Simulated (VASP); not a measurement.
# BN (P6_3mc) in VASP: a series of runs, part 2 of 3

VASP 6.6.1. Earlier steps stand in the parts before.

## 3. Single point, PBE (strain -0.1125 x Voigt [1, 1, 0, 0, 0, 0])

Input file INCAR:

```
SYSTEM = BN
PREC = Accurate
ENCUT = 520
EDIFF = 1E-6
ISMEAR = 0
SIGMA = 0.05
LREAL = .FALSE.
LASPH = .TRUE.
NELM = 80
ALGO = Normal
ISIF = 2
LWAVE = .FALSE.
LCHARG = .TRUE.
GGA = PE
LELF = .TRUE.
LVHAR = .TRUE.
NBANDS = 16
```

Input file KPOINTS:

```
Automatic mesh
0
G
  12 12 6
  0 0 0
```

Input file POSCAR:

```
BN
1.0
    2.2666213965      0.0000000000      0.0000000000
   -1.1333106983      1.9629517101      0.0000000000
    0.0000000000      0.0000000000      4.2268550000
B N
2 2
Direct
    0.6666666667      0.3333333333      0.9997240000
    0.3333333333      0.6666666667      0.4997240000
    0.6666666667      0.3333333333      0.6252760000
    0.3333333333      0.6666666667      0.1252760000
```

Potentials or basis: VASP PAW PBE potentials, release 64 (B, N).

Launch:

```bash
$ cat potpaw_PBE.64/B/POTCAR potpaw_PBE.64/N/POTCAR > POTCAR
$ mpirun -np 1 vasp_std > vasp.out
```

OUTCAR:

```text
SYSTEM = BN
   PREC = Accurate
   ENCUT = 520
   EDIFF = 1E-6
   ISMEAR = 0
   LREAL = .FALSE.
   LASPH = .TRUE.
   NELM = 80
   ISIF = 2
   GGA = PE

 ion  position               nearest neighbor table
   1  0.667  0.333  1.000-   4 1.41   4 1.41   4 1.41   3 1.58
   2  0.333  0.667  0.500-   3 1.41   3 1.41   3 1.41   4 1.58
   3  0.667  0.333  0.625-   2 1.41   2 1.41   2 1.41   1 1.58
   4  0.333  0.667  0.125-   1 1.41   1 1.41   1 1.41   2 1.58

  LATTYP: Found a hexagonal cell.
 ALAT       =     2.2666213965
 C/A-ratio  =     1.8648262151

  Lattice vectors:

 A1 = (   2.2666213965,   0.0000000000,   0.0000000000)
 A2 = (  -1.1333106983,   1.9629517101,   0.0000000000)
 A3 = (   0.0000000000,   0.0000000000,   4.2268550000)

Analysis of symmetry for initial positions (statically):
=====================================================================
 Subroutine PRICEL returns:
 Original cell was already a primitive cell.

 Routine SETGRP: Setting up the symmetry group for a
 hexagonal supercell.

 Subroutine GETGRP returns: Found 12 space group operations
 (whereof  6 operations were pure point group operations)
 out of a pool of 24 trial point group operations.

The static configuration has the point symmetry C_3v.
 The point group associated with its full space group is C_6v.

Analysis of symmetry for dynamics (positions and initial velocities):
=====================================================================
 Subroutine PRICEL returns:
 Original cell was already a primitive cell.

 Routine SETGRP: Setting up the symmetry group for a
 hexagonal supercell.

 Subroutine GETGRP returns: Found 12 space group operations
 (whereof  6 operations were pure point group operations)
 out of a pool of 24 trial point group operations.

The dynamic configuration has the point symmetry C_3v.
 The point group associated with its full space group is C_6v.

 Subroutine INISYM returns: Found 12 space group operations
 (whereof  6 operations are pure point group operations),
 and found     1 'primitive' translations

----------------------------------------------------------------------------------------

                                     Primitive cell

  volume of cell :      18.8064

  direct lattice vectors                    reciprocal lattice vectors
     2.266621397  0.000000000  0.000000000     0.441185282  0.254718441  0.000000000
    -1.133310698  1.962951710  0.000000000     0.000000000  0.509436883  0.000000000
     0.000000000  0.000000000  4.226855000     0.000000000  0.000000000  0.236582518

  length of vectors
     2.266621397  2.266621396  4.226855000     0.509436883  0.509436883  0.236582518

  position of ions in fractional coordinates (direct lattice)
     0.666666667  0.333333333  0.999724000
     0.333333333  0.666666667  0.499724000
     0.666666667  0.333333333  0.625276000
     0.333333333  0.666666667  0.125276000

  ion indices of the primitive-cell ions
   primitive index   ion index
                 1           1
                 2           2
                 3           3
                 4           4

[... 26 lines left out ...]
 Following reciprocal coordinates:
            Coordinates               Weight
  0.000000  0.000000  0.000000      1.000000
  0.083333  0.000000  0.000000      6.000000
  0.166667  0.000000  0.000000      6.000000
  0.250000  0.000000  0.000000      6.000000
  0.333333 -0.000000  0.000000      6.000000
  0.416667 -0.000000  0.000000      6.000000
[... 16 lines left out ...]
  0.250000  0.000000  0.166667     12.000000
  0.333333 -0.000000  0.166667     12.000000
 [... further k-points ...]
   k-points           NKPTS =     76   k-points in BZ     NKDIM =     76   number of bands    NBANDS=     16
   number of dos      NEDOS =    301   number of ions     NIONS =      4
   total plane-waves  NPLWV =  10368
   dimension x,y,z NGX =    18 NGY =   18 NGZ =   32
   dimension x,y,z NGXF=    36 NGYF=   36 NGZF=   64
   ions per type =               2   2
   NGX,Y,Z   is equivalent  to a cutoff of  13.20, 13.20, 12.59 a.u.
   NGXF,Y,Z  is equivalent  to a cutoff of  26.40, 26.40, 25.17 a.u.
 SYSTEM =  BN
   PREC   = accura    normal or accurate (medium, high low for compatibility)
   ISTART =      0    job   : 0-new  1-cont  2-samecut
   ICHARG =      2    charge: 1-file 2-atom 10-const
   ISPIN  =      1    spin polarized calculation?
   LNONCOLLINEAR =      F non collinear calculations
   LSORBIT =      F    spin-orbit coupling
   LASPH  =      T    aspherical Exc in radial PAW
   ENCUT  =  520.0 eV  38.22 Ry    6.18 a.u.   4.21  4.21  7.86*2*pi/ulx,y,z
   NELM   =     80;   NELMIN=  2; NELMDL= -5     # of ELM steps
   EDIFF  = 0.1E-05   stopping-criterion for ELM
   LREAL  =      F    real-space projection
   EDIFFG = 0.1E-04   stopping-criterion for IOM
   NSW    =      0    number of steps for IOM
   IBRION =     -1    ionic relax: 0-MD 1-quasi-New 2-CG
   NFREE  =      0    steps in history (QN), initial steepest desc. (CG)
   ISIF   =      2    stress and relaxation
   ISYM   =      2    0-nonsym 1-usesym 2-fastsym
   POTIM  = 0.5000    time-step for ionic-motion
   TEBEG  =    0.0;   TEEND  =   0.0 temperature during run
   PSTRESS=    0.0 pullay stress
   NELECT =      16.0000    total number of electrons
   NUPDOWN=      -1.0000    fix difference up-down
   EMIN   =  10.00;   EMAX   =-10.00  energy-range for DOS
   EFERMI =   0.00;   METHOD = LEGACY
   ISMEAR =     0;   SIGMA  =   0.05  broadening in eV -4-tet -1-fermi 0-gaus
   EFERMI_NEDOS =   21; number of points for ismear=-14 and -15
   IALGO  =     38    algorithm
   IMIX   =      4    mixing-type and parameters
     AMIX     =   0.40;   BMIX     =  1.00
     AMIX_MAG =   1.60;   BMIX_MAG =  1.00
  volume/ion in A,a.u.               =       4.70        31.73
  Fermi-wavevector in a.u.,A,eV,Ry     =   1.551242  2.931422 32.740396  2.406351
  Thomas-Fermi vector in A             =   2.655789
   LORBIT       =      0    0 simple, 1 ext, 2 COOP (PROOUT), +10 PAW based schemes
   GGA     = PE    functional components
   LHFCALC =     F    Hartree Fock is set to
   AEXX    =    0.0000 exact exchange contribution
   IVDW    =     0    specifies the selected vdW correction
   LEPSILON=     F    determine dielectric tensor
   LRPA    =     F    only Hartree local field effects (RPA)
 non-spin polarized calculation
 Gauss-broadening in eV      SIGMA  =   0.05
  energy-cutoff  :      520.00
  volume of cell :       18.81
 maximum number of plane-waves:       524
 NGX is ok and might be reduce to    18
   NGX =  9   NGY =  9   NGZ = 15

 number of electron      15.9999996 magnetization

 Free energy of the ion-electron system (eV)
  ---------------------------------------------------
  ext. energy  EPLUGINS =         0.00000000
  ---------------------------------------------------
  free energy    TOTEN  =       -32.10556924 eV

  energy without entropy =      -32.10556924  energy(sigma->0) =      -32.10556924

 E-fermi :  11.3310     XC(G=0): -13.9771

 val. band max:       11.0267117432   @ k =   0.0000   0.0000   0.0000
 cond. band min:      15.0449711735   @ k =   0.3333   0.3333   0.0000
 fundamental gap:      4.0182594303
 Fermi energy:        11.3310303993

 k-point     1 :       0.0000    0.0000    0.0000
  band No.  band energies     occupation
      1     -12.6554      2.00000
      2      -8.5866      2.00000
      3      -2.9404      2.00000
      4       9.3031      2.00000
      5       9.3031      2.00000
      6       9.4618      2.00000
[... 433 lines left out ...]
      3       0.2790      2.00000
      4       1.7574      2.00000
      5       3.3957      2.00000
      6       6.2421      2.00000
[... 8 lines left out ...]
     15      29.9731      0.00000
     16      30.0430      0.00000

 [... further k-points ...]

------------------------ aborting loop because EDIFF is reached ----------------------------------------

  FORCE on cell =-STRESS in cart. coord.  units (eV):
  Direction    XX          YY          ZZ          XY          YZ          ZX
  --------------------------------------------------------------------------------------
  -------------------------------------------------------------------------------------
  Total       24.6862349     24.6862349      2.5431559     -0.0000000      0.0000000      0.0000000
  in kB     2103.0979040   2103.0979040    216.6594364     -0.0000001      0.0000000      0.0000000
  external PRESSURE =    1474.2850815 kB  Pullay stress =       0.0000000 kB

 VOLUME and BASIS-vectors are now :
 -----------------------------------------------------------------------------
  energy-cutoff  :      520.00
  volume of cell :       18.81
      direct lattice vectors                 reciprocal lattice vectors
     2.266621397  0.000000000  0.000000000     0.441185282  0.254718441  0.000000000
    -1.133310698  1.962951710  0.000000000     0.000000000  0.509436883  0.000000000
     0.000000000  0.000000000  4.226855000     0.000000000  0.000000000  0.236582518

 POSITION                                       TOTAL-FORCE (eV/Angst)
 -----------------------------------------------------------------------------------
      1.13331      0.65432      4.22569         0.000000      0.000000     -1.365366
     -0.00000      1.30863      2.11226        -0.000000     -0.000000     -1.365366
      1.13331      0.65432      2.64295         0.000000      0.000000      1.365366
     -0.00000      1.30863      0.52952        -0.000000     -0.000000      1.365366
 -----------------------------------------------------------------------------------
    total drift:                               -0.000000     -0.000000      0.000904

  FREE ENERGIE OF THE ION-ELECTRON SYSTEM (eV)
  ---------------------------------------------------
  free  energy   TOTEN  =       -32.1055692374 eV

  energy  without entropy=      -32.1055692374  energy(sigma->0) =      -32.10556924
```

OSZICAR:

```text
N       E                     dE             d eps       ncg     rms          rms(c)
DAV:   1     0.466155852188E+02    0.46616E+02   -0.86286E+03  2432   0.100E+03
DAV:   2    -0.330774891958E+02   -0.79693E+02   -0.75211E+02  3368   0.256E+02
DAV:   3    -0.351772224506E+02   -0.20997E+01   -0.20967E+01  2872   0.378E+01
DAV:   4    -0.351808856770E+02   -0.36632E-02   -0.36631E-02  2912   0.180E+00
DAV:   5    -0.351808935280E+02   -0.78510E-05   -0.78510E-05  2848   0.755E-02    0.120E+01
DAV:   6    -0.325097374078E+02    0.26712E+01   -0.26203E+00  3064   0.152E+01    0.599E+00
DAV:   7    -0.321480883380E+02    0.36165E+00   -0.63562E-01  3224   0.677E+00    0.328E+00
DAV:   8    -0.321066304925E+02    0.41458E-01   -0.74942E-02  3016   0.255E+00    0.361E-01
DAV:   9    -0.321053960827E+02    0.12344E-02   -0.41417E-03  2752   0.719E-01    0.226E-01
DAV:  10    -0.321055558905E+02   -0.15981E-03   -0.45310E-04  3128   0.194E-01    0.333E-02
DAV:  11    -0.321055685905E+02   -0.12700E-04   -0.57636E-05  2832   0.694E-02    0.213E-02
DAV:  12    -0.321055692374E+02   -0.64697E-06   -0.67200E-06  3200   0.275E-02
   1 F= -.32105569E+02 E0= -.32105569E+02  d E =-.533215E-20
```

stdout:

```text
POSCAR found type information on POSCAR B N
 POSCAR found :  2 types and       4 ions
 scaLAPACK will be used
 LDA part: xc-table for (Slater+PW92), standard interpolation
 POSCAR, INCAR and KPOINTS ok, starting setup
 FFT: planning ... GRIDC
 FFT: planning ... GRID_SOFT
 FFT: planning ... GRID
 WAVECAR not read
 entering main loop
```

Run time: 11 s. Hardware: 1 thread of Intel Xeon 6975P-C (Granite Rapids), shared host; peak memory 0.14 GiB.

What came out:

| Item | Value |
| --- | --- |
| Free energy | -32.1056 eV |
| Pressure | 147.4 GPa |
| Largest force | 1.365 eV/Å |
| Band gap on the k mesh | 4.02 eV, indirect (least direct gap 5.32 eV) |

Forces on the atoms (eV/Å):
```
B    0.000  0.000 -1.365
B    0.000  0.000 -1.365
N    0.000  0.000  1.365
N    0.000  0.000  1.365
```

Caveat: the cell differs from its parent crystal (strain -0.1125 x Voigt [1, 1, 0, 0, 0, 0]); forces of over 1 eV/Å act on the atoms, so gaps and moduli don't describe the material at rest. A k mesh can miss the band edges.

## 4. Single point, PBE (strain -0.0750 x Voigt [1, 1, 0, 0, 0, 0])

Input file INCAR:

```
SYSTEM = BN
PREC = Accurate
ENCUT = 520
EDIFF = 1E-6
ISMEAR = 0
SIGMA = 0.05
LREAL = .False.
LASPH = .True.
NELM = 80
ALGO = Normal
ISIF = 2
LWAVE = .False.
LCHARG = .True.
GGA = PE
LELF = .True.
LVHAR = .True.
NBANDS = 16
```

Input file KPOINTS:

```
regular mesh
0
Gamma
  12 12 6
  0 0 0
```

POSCAR: that of step 3 with these lines changed.

```diff
@@ -2,4 +2,4 @@
 1.0
-    2.2666213965      0.0000000000      0.0000000000
-   -1.1333106983      1.9629517101      0.0000000000
+    2.3623941316      0.0000000000      0.0000000000
+   -1.1811970658      2.0458933317      0.0000000000
     0.0000000000      0.0000000000      4.2268550000
```

Potentials or basis: VASP PAW PBE potentials, release 64 (B, N).

Launch:

```bash
$ cat potpaw_PBE.64/B/POTCAR potpaw_PBE.64/N/POTCAR > POTCAR
$ mpirun -np 1 vasp_std > vasp.out
```

OUTCAR:

```text
SYSTEM = BN
   PREC = Accurate
   ENCUT = 520
   EDIFF = 1E-6
   ISMEAR = 0
   LREAL = .False.
   LASPH = .True.
   NELM = 80
   ISIF = 2
   GGA = PE

 ion  position               nearest neighbor table
   1  0.667  0.333  1.000-   4 1.46   4 1.46   4 1.46   3 1.58
   2  0.333  0.667  0.500-   3 1.46   3 1.46   3 1.46   4 1.58
   3  0.667  0.333  0.625-   2 1.46   2 1.46   2 1.46   1 1.58
   4  0.333  0.667  0.125-   1 1.46   1 1.46   1 1.46   2 1.58

  LATTYP: Found a hexagonal cell.
 ALAT       =     2.3623941316
 C/A-ratio  =     1.7892251523

  Lattice vectors:

 A1 = (   2.3623941316,   0.0000000000,   0.0000000000)
 A2 = (  -1.1811970658,   2.0458933317,   0.0000000000)
 A3 = (   0.0000000000,   0.0000000000,   4.2268550000)

Analysis of symmetry for initial positions (statically):
=====================================================================
 Subroutine PRICEL returns:
 Original cell was already a primitive cell.

 Routine SETGRP: Setting up the symmetry group for a
 hexagonal supercell.

 Subroutine GETGRP returns: Found 12 space group operations
 (whereof  6 operations were pure point group operations)
 out of a pool of 24 trial point group operations.

The static configuration has the point symmetry C_3v.
 The point group associated with its full space group is C_6v.

Analysis of symmetry for dynamics (positions and initial velocities):
=====================================================================
 Subroutine PRICEL returns:
 Original cell was already a primitive cell.

 Routine SETGRP: Setting up the symmetry group for a
 hexagonal supercell.

 Subroutine GETGRP returns: Found 12 space group operations
 (whereof  6 operations were pure point group operations)
 out of a pool of 24 trial point group operations.

The dynamic configuration has the point symmetry C_3v.
 The point group associated with its full space group is C_6v.

 Subroutine INISYM returns: Found 12 space group operations
[... 122 lines left out ...]
  volume/ion in A,a.u.               =       5.11        34.47
  Fermi-wavevector in a.u.,A,eV,Ry     =   1.509028  2.851649 30.982712  2.277165
  Thomas-Fermi vector in A             =   2.619404
   LORBIT       =      0    0 simple, 1 ext, 2 COOP (PROOUT), +10 PAW based schemes
   GGA     = PE    functional components
   LHFCALC =     F    Hartree Fock is set to
   AEXX    =    0.0000 exact exchange contribution
   IVDW    =     0    specifies the selected vdW correction
   LEPSILON=     F    determine dielectric tensor
   LRPA    =     F    only Hartree local field effects (RPA)
 non-spin polarized calculation
 Gauss-broadening in eV      SIGMA  =   0.05
  energy-cutoff  :      520.00
  volume of cell :       20.43
 maximum number of plane-waves:       592
 NGX is ok and might be reduce to    18
   NGX =  9   NGY =  9   NGZ = 15

 number of electron      15.9999999 magnetization

 Free energy of the ion-electron system (eV)
  ---------------------------------------------------
  ext. energy  EPLUGINS =         0.00000000
  ---------------------------------------------------
  free energy    TOTEN  =       -33.73248267 eV

  energy without entropy =      -33.73248267  energy(sigma->0) =      -33.73248267

 E-fermi :   9.9653     XC(G=0): -13.5487

 val. band max:        9.6494844666   @ k =   0.0000   0.0000   0.0000
 cond. band min:      14.1730257662   @ k =   0.3333   0.3333   0.0000
 fundamental gap:      4.5235412996
 Fermi energy:         9.9652926831

 k-point     1 :       0.0000    0.0000    0.0000
  band No.  band energies     occupation
      1     -12.7229      2.00000
      2      -8.6231      2.00000
      3      -3.0954      2.00000
      4       7.7945      2.00000
      5       7.7945      2.00000
      6       8.7307      2.00000
[... 433 lines left out ...]
      3      -0.2544      2.00000
      4       1.0730      2.00000
      5       2.6914      2.00000
      6       5.0832      2.00000
[... 8 lines left out ...]
     15      27.5940      0.00000
     16      27.8047      0.00000

 [... further k-points ...]

------------------------ aborting loop because EDIFF is reached ----------------------------------------

  FORCE on cell =-STRESS in cart. coord.  units (eV):
  Direction    XX          YY          ZZ          XY          YZ          ZX
  --------------------------------------------------------------------------------------
  -------------------------------------------------------------------------------------
  Total       14.7913240     14.7913240      1.4900720      0.0000000      0.0000000     -0.0000000
  in kB     1160.0185704   1160.0185704    116.8597988      0.0000000      0.0000000     -0.0000000
  external PRESSURE =     812.2989798 kB  Pullay stress =       0.0000000 kB

 VOLUME and BASIS-vectors are now :
 -----------------------------------------------------------------------------
  energy-cutoff  :      520.00
  volume of cell :       20.43
      direct lattice vectors                 reciprocal lattice vectors
     2.362394132  0.000000000  0.000000000     0.423299392  0.244392018  0.000000000
    -1.181197066  2.045893332  0.000000000     0.000000000  0.488784036  0.000000000
     0.000000000  0.000000000  4.226855000     0.000000000  0.000000000  0.236582518

 POSITION                                       TOTAL-FORCE (eV/Angst)
 -----------------------------------------------------------------------------------
      1.18120      0.68196      4.22569        -0.000000      0.000000     -0.594308
     -0.00000      1.36393      2.11226         0.000000      0.000000     -0.594308
      1.18120      0.68196      2.64295        -0.000000     -0.000000      0.594308
     -0.00000      1.36393      0.52952         0.000000      0.000000      0.594308
 -----------------------------------------------------------------------------------
    total drift:                                0.000000      0.000000      0.000651

  FREE ENERGIE OF THE ION-ELECTRON SYSTEM (eV)
  ---------------------------------------------------
  free  energy   TOTEN  =       -33.7324826709 eV

  energy  without entropy=      -33.7324826709  energy(sigma->0) =      -33.73248267
```

OSZICAR:

```text
N       E                     dE             d eps       ncg     rms          rms(c)
DAV:   1     0.413192640653E+02    0.41319E+02   -0.85836E+03  2440   0.992E+02
DAV:   2    -0.341548419039E+02   -0.75474E+02   -0.70142E+02  3448   0.242E+02
DAV:   3    -0.362942446378E+02   -0.21394E+01   -0.21347E+01  2768   0.372E+01
DAV:   4    -0.362984635015E+02   -0.42189E-02   -0.42187E-02  3000   0.187E+00
DAV:   5    -0.362984729856E+02   -0.94841E-05   -0.94841E-05  2704   0.810E-02    0.109E+01
DAV:   6    -0.340323131036E+02    0.22662E+01   -0.24268E+00  3032   0.145E+01    0.539E+00
DAV:   7    -0.337703965440E+02    0.26192E+00   -0.48826E-01  3144   0.578E+00    0.306E+00
DAV:   8    -0.337334059951E+02    0.36991E-01   -0.64648E-02  2968   0.226E+00    0.307E-01
DAV:   9    -0.337322668394E+02    0.11392E-02   -0.29879E-03  2848   0.628E-01    0.189E-01
DAV:  10    -0.337324716203E+02   -0.20478E-03   -0.44238E-04  3016   0.181E-01    0.298E-02
DAV:  11    -0.337324809160E+02   -0.92957E-05   -0.46046E-05  2944   0.630E-02    0.188E-02
DAV:  12    -0.337324825533E+02   -0.16374E-05   -0.59663E-06  3056   0.257E-02    0.326E-03
DAV:  13    -0.337324826709E+02   -0.11760E-06   -0.31646E-07  1264   0.654E-03
   1 F= -.33732483E+02 E0= -.33732483E+02  d E =-.308438E-21
```

stdout:

```text
POSCAR found type information on POSCAR B N
 POSCAR found :  2 types and       4 ions
 scaLAPACK will be used
 LDA part: xc-table for (Slater+PW92), standard interpolation
 POSCAR, INCAR and KPOINTS ok, starting setup
 FFT: planning ... GRIDC
 FFT: planning ... GRID_SOFT
 FFT: planning ... GRID
 WAVECAR not read
 entering main loop
```

Wall time 12 s (1 thread of Intel Xeon 6975P-C (Granite Rapids), shared host); peak memory 0.14 GiB.

Results:

* Free energy: -33.7325 eV
* Pressure: 81.2 GPa
* Largest force: 0.594 eV/Å
* Band gap on the k mesh: 4.52 eV, indirect (least direct gap 6.60 eV)

Forces on the atoms (eV/Å):
```
B    0.000  0.000 -0.594
B    0.000  0.000 -0.594
N    0.000  0.000  0.594
N    0.000  0.000  0.594
```

Caveat: the cell differs from its parent crystal (strain -0.0750 x Voigt [1, 1, 0, 0, 0, 0]).

(Part 2 of 3 ends here.)
